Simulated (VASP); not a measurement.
Runs of VASP 6.6.1 on SrTa3. The structure is that of space group Pm-3m (No. 221), or close to it. The cells are those of the table. 

```csv
task,cell,k mesh,cutoff (eV),gap on the mesh (eV),pressure (GPa)
relaxation of cell and atoms,"relaxed from a = 4.433 Å, 4 atoms",10 × 10 × 10,600,none,0.0
single point,"a = 4.322 Å, 4 atoms",4 × 4 × 4,520,none,10.0
relaxation of cell and atoms,"relaxed from a = 4.322 Å, 4 atoms",4 × 4 × 4,600,none,-0.2
single point,"a = 4.433 Å, 4 atoms",4 × 4 × 4,520,none,0.3
single point,"a = 4.429 Å, 4 atoms",10 × 10 × 10,520,none,(a)
```

Alike in all rows: level PBE; potentials or basis VASP PAW PBE potentials, release 64 (Sr_sv, Ta_pv); no spin polarisation; smearing gaussian 0.1 eV.

**Question.** Estimate the missing entries.

**Answer.** (a) 0.2.

Caveats: some runs use coarse meshes; spin-orbit coupling is left out, which moves the levels of the heavy elements; the relaxation stopped at its first step, so nothing moved (at least some runs).

A k mesh can miss the band edges, and the runs leave out spin-orbit coupling on Sr, Ta.

A gap of «none» marks levels without a gap at the run's occupations.
